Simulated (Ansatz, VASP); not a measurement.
## Co in VASP and in Ansatz

```xyz
2
Lattice="2.5021 0.0000 0.0000 -1.2510 2.1669 0.0000 0.0000 0.0000 4.0635" Properties=species:S:1:pos:R:3 pbc="T T T"
Co    0.0000    1.4446    1.0159
Co    1.2510    0.7223    3.0477
```

Change from the starting cell: volume scaled by 0.98.

Alike in both runs: task single point; functional PBE; k mesh 19 × 19 × 10; occupations fermi-dirac, width 0.05 eV; collinear spin.

|  | VASP | Ansatz |
| --- | --- | --- |
| version | VASP 6.6.1 | Ansatz 0.2.0 |
| potentials or method | VASP PAW PBE potentials, release 64 (Co), cutoff 520 eV | all-electron LAPW, scalar-relativistic |

VASP gave:

```
pressure (GPa)                                                : -3.5
traceless stress, the component that is largest in VASP (GPa) : -1.04
net moment per atom (μB)                                      : 1.62
size of the moment on the site where the two differ most (μB) : 1.64
```

Q: What did Ansatz give for the same quantities?

A: Pressure (GPa): -2.9; traceless stress, the component that is largest in VASP (GPa): -0.96; net moment per atom (μB): 1.63; size of the moment on the site where the two differ most (μB): 1.68.

Site moments also hang on the region over which each program counts them. Ansatz ran all-electron here, and VASP with PAW potentials.
